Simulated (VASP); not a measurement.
# Zn3Cl (Pm-3m) in VASP: a series of runs, part 3 of 3

VASP 6.6.1. Earlier steps stand in the parts before.

## 5. Relaxation of cell and atoms, PBE

This run uses another cell than the first one, of 17.23 Å³/atom, 0.864 times its volume.

The input, INCAR:

```
  ALGO = Normal
  EDIFF = 1E-6
  EDIFFG = -0.04
  ENCUT = 600
  GGA = PE
  IBRION = 2
  ISIF = 3
  ISMEAR = 0
  LASPH = T
  LCHARG = F
  LREAL = F
  LWAVE = F
  NELM = 100
  NSW = 90
  PREC = Accurate
  SIGMA = 0.1
```

The input, KPOINTS:

```
k-points
0
Gamma
  4 4 4
```

The input, POSCAR:

```
Zn3Cl
1.0
    4.1000154300      0.0000000000      0.0000000000
    0.0000000000      4.1000154300      0.0000000000
    0.0000000000      0.0000000000      4.1000154300
Zn Cl
3 1
Direct
    0.0000000000      0.5000000000      0.5000000000
    0.5000000000      0.0000000000      0.5000000000
    0.5000000000      0.5000000000      0.0000000000
    0.0000000000      0.0000000000      0.0000000000
```

Potentials or basis: VASP PAW PBE potentials, release 64 (Zn, Cl).

Command:

```sh
> cat potpaw_PBE.64/Zn/POTCAR potpaw_PBE.64/Cl/POTCAR > POTCAR
> mpirun -np 1 vasp_std > vasp.out
```

OUTCAR:

```text
EDIFF = 1E-6
   EDIFFG = -0.04
   ENCUT = 600
   GGA = PE
   IBRION = 2
   ISIF = 3
   ISMEAR = 0
   LASPH = T
   LREAL = F
   NELM = 100
   NSW = 90
   PREC = Accurate

 ion  position               nearest neighbor table
   1  0.000  0.500  0.500-   2 2.90   3 2.90   3 2.90   2 2.90   2 2.90   3 2.90   3 2.90   2 2.90

   2  0.500  0.000  0.500-   1 2.90   3 2.90   3 2.90   1 2.90   3 2.90   3 2.90   1 2.90   1 2.90

   3  0.500  0.500  0.000-   1 2.90   2 2.90   1 2.90   2 2.90   2 2.90   2 2.90   1 2.90   1 2.90

   4  0.000  0.000  0.000-

  LATTYP: Found a simple cubic cell.
 ALAT       =     4.1000154300

  Lattice vectors:

 A1 = (   4.1000154300,   0.0000000000,   0.0000000000)
 A2 = (   0.0000000000,   4.1000154300,   0.0000000000)
 A3 = (   0.0000000000,   0.0000000000,   4.1000154300)

Analysis of symmetry for initial positions (statically):
=====================================================================
 Subroutine PRICEL returns:
 Original cell was already a primitive cell.

 Routine SETGRP: Setting up the symmetry group for a
 simple cubic supercell.

 Subroutine GETGRP returns: Found 48 space group operations
 (whereof 48 operations were pure point group operations)
 out of a pool of 48 trial point group operations.

[... 142 lines left out ...]

--------------------------------------- Ionic step        1  -------------------------------------------

 number of electron      42.9999947 magnetization

 Free energy of the ion-electron system (eV)
  ---------------------------------------------------
  ext. energy  EPLUGINS =         0.00000000
  ---------------------------------------------------
  free energy    TOTEN  =        -4.34533196 eV

  energy without entropy =       -4.32506141  energy(sigma->0) =       -4.33519669

------------------------ aborting loop because EDIFF is reached ----------------------------------------

  FORCE on cell =-STRESS in cart. coord.  units (eV):
  Direction    XX          YY          ZZ          XY          YZ          ZX
  --------------------------------------------------------------------------------------
  -------------------------------------------------------------------------------------
  Total        2.7559628      2.7559628      2.7559628      0.0000000     -0.0000000      0.0000000
  in kB       64.0659785     64.0659785     64.0659785      0.0000000     -0.0000000      0.0000000
  external PRESSURE =      64.0659785 kB  Pullay stress =       0.0000000 kB
[... 101 lines left out ...]
--------------------------------------- Ionic step        4  -------------------------------------------

 number of electron      42.9999965 magnetization

 Free energy of the ion-electron system (eV)
  ---------------------------------------------------
  ext. energy  EPLUGINS =         0.00000000
  ---------------------------------------------------
  free energy    TOTEN  =        -4.55079059 eV

  energy without entropy =       -4.53769674  energy(sigma->0) =       -4.54424366

 E-fermi :   2.1430     XC(G=0): -10.0438

 val. band max:        2.0713324514   @ k =   0.5000   0.5000   0.0000
 cond. band min:       2.2028286244   @ k =   0.2500   0.2500   0.0000
 fundamental gap:      0.1314961730
 Fermi energy:         2.1430369435

 k-point     1 :       0.0000    0.0000    0.0000
  band No.  band energies     occupation
      1     -13.7813      2.00000
      2      -5.1001      2.00000
      3      -4.8667      2.00000
      4      -4.8667      2.00000
      5      -4.8667      2.00000
      6      -4.7869      2.00000
[... 300 lines left out ...]
  FREE ENERGIE OF THE ION-ELECTRON SYSTEM (eV)
  ---------------------------------------------------
  free  energy   TOTEN  =        -4.5507905877 eV

  energy  without entropy=       -4.5376967367  energy(sigma->0) =       -4.54424366

 reached required accuracy - stopping structural energy minimisation
```

CONTCAR:

```text
Zn3Cl
   1.00000000000000
     4.3082343889883177   -0.0000000000000000    0.0000000000000000
     0.0000000000000000    4.3082343889883177    0.0000000000000000
    -0.0000000000000000   -0.0000000000000000    4.3082343889883177
  Zn              Cl
     3     1
Direct
     0.0000000000000000    0.5000000000000000    0.5000000000000000
     0.5000000000000000    0.0000000000000000    0.5000000000000000
     0.5000000000000000    0.5000000000000000    0.0000000000000000
     0.0000000000000000    0.0000000000000000    0.0000000000000000

  0.00000000E+00  0.00000000E+00  0.00000000E+00
  0.00000000E+00  0.00000000E+00  0.00000000E+00
  0.00000000E+00  0.00000000E+00  0.00000000E+00
  0.00000000E+00  0.00000000E+00  0.00000000E+00
```

Run time: 65 s. Hardware: 1 thread of Intel Xeon Platinum 8259CL at 2.50GHz (Skylake/Cascade Lake), shared host; peak memory 0.21 GiB.

Results:

```
Free energy                            : -4.5508 eV
Relaxed volume                         : 19.99 Å³/atom
Relaxed cell                           : a = 4.308 Å, b = 4.308 Å, c = 4.308 Å, α = 90.00°, β = 90.00°, γ = 90.00°
Space group after relaxing (to 0.05 Å) : Pm-3m (No. 221)
Energy gained by relaxing              : 51.4 meV/atom
Ionic steps                            : 4
Pressure after relaxing                : 0.0 GPa
```

Step by step:
```tsv
step	energy change (eV)	largest force (eV/Å)	pressure (GPa)	volume (Å³)
1	0.0000	0.0000	6.41	68.92
2	-0.1837	0.0000	1.86	76.03
3	-0.2048	0.0000	0.36	79.17
4	-0.2055	0.0000	-0.03	79.96
```

Final structure:
```cif
data_structure
_symmetry_space_group_name_H-M 'P 1'
_symmetry_Int_Tables_number 1
_cell_length_a 4.3082
_cell_length_b 4.3082
_cell_length_c 4.3082
_cell_angle_alpha 90.000
_cell_angle_beta 90.000
_cell_angle_gamma 90.000
_cell_volume 79.96
loop_
_atom_site_label
_atom_site_type_symbol
_atom_site_fract_x
_atom_site_fract_y
_atom_site_fract_z
_atom_site_occupancy
Zn1 Zn 0.00000 0.50000 0.50000 1
Zn2 Zn 0.50000 0.00000 0.50000 1
Zn3 Zn 0.50000 0.50000 0.00000 1
Cl1 Cl 0.00000 0.00000 0.00000 1
```

Caveat: the k points lie up to 0.36 Å⁻¹ apart in the final cell; the volume moved by over 15 % at a fixed basis, so the end points are rough; an odd number of electrons without spin polarisation forces a metal; a magnetic or distorted state may lie lower.

## 6. Single point, PBE

This run uses another cell than the first one, of 17.23 Å³/atom, 0.864 times its volume.

The input, INCAR:

```
PREC     = Accurate       # precision mode
ENCUT    = 520            # plane-wave cutoff, eV
EDIFF    = 1E-7           # SCF threshold, eV
ISMEAR   = 0              # smearing method
SIGMA    = 0.1            # smearing width, eV
LREAL    = False          # projectors in reciprocal space
LASPH    = True           # aspherical terms in the spheres
NELM     = 60             # most SCF steps
ALGO     = Normal         # electronic algorithm
ISIF     = 2              # what is computed and relaxed
LWAVE    = False          # write WAVECAR
LCHARG   = False          # write CHGCAR
GGA      = PE             # functional
NBANDS   = 30             # bands
```

The input, KPOINTS:

```
Automatic mesh
0
Gamma
  4 4 4
```

POSCAR is that of step 5.

Potentials or basis: VASP PAW PBE potentials, release 64 (Zn, Cl).

Command:

```sh
> cat potpaw_PBE.64/Zn/POTCAR potpaw_PBE.64/Cl/POTCAR > POTCAR
> mpirun -np 1 vasp_std > vasp.out
```

It took 12 s on 1 thread of Intel Xeon 6975P-C (Granite Rapids), shared host; peak memory 0.16 GiB.

Results (log left out):

```
Free energy : -4.3455 eV
Pressure    : 6.5 GPa
```

Levels at points of the mesh, in eV from the Fermi level:
```
           k point  band 17  band 18  band 19  band 20  band 21  band 22  band 23  band 24  band 25  band 26
(0.00, 0.00, 0.00)    -6.37    -5.32    -5.32    -5.32     0.72     0.72     2.43     2.43     2.43     7.85
(0.50, 0.00, 0.00)    -6.68    -4.50    -4.50    -3.76    -1.86     1.64     1.64     2.38     2.84     6.34
(0.50, 0.50, 0.00)    -6.06    -6.06    -4.78    -4.08     0.02     0.02     0.17     3.80     3.80     4.74
(0.50, 0.50, 0.50)    -6.26    -6.26    -6.26    -2.41    -2.01    -2.01    -2.01     3.79     3.79     3.79
```

Caveat: the k points lie up to 0.38 Å⁻¹ apart; an odd number of electrons without spin polarisation forces a metal; a magnetic or distorted state may lie lower.

## 7. Overview

```tsv
task	cell	k mesh	cutoff (eV)	gap on the mesh (eV)	pressure (GPa)	relaxed volume (Å³/atom)
single point	a = 4.305 Å, 4 atoms	12 × 12 × 12	520	none	0.1	-
relaxation of cell and atoms	relaxed from a = 4.300 Å, 4 atoms	12 × 12 × 12	600	none	0.0	19.99
single point	a = 4.300 Å, 4 atoms	4 × 4 × 4	520	none	0.2	-
relaxation of cell and atoms	relaxed from a = 4.100 Å, 4 atoms	4 × 4 × 4	600	none	0.0	19.99
single point	a = 4.100 Å, 4 atoms	4 × 4 × 4	520	none	6.5	-
```

Alike in all rows: level PBE; potentials or basis VASP PAW PBE potentials, release 64 (Zn, Cl); no spin polarisation; smearing gaussian 0.1 eV.

Caveats: some runs use coarse meshes; an odd number of electrons without spin polarisation forces a metal; a magnetic or distorted state may lie lower; the volume moved by over 15 % at a fixed basis, so the end points are rough (some runs).

Total energies depend on the potentials used, so only differences within one code and one set of settings carry meaning.
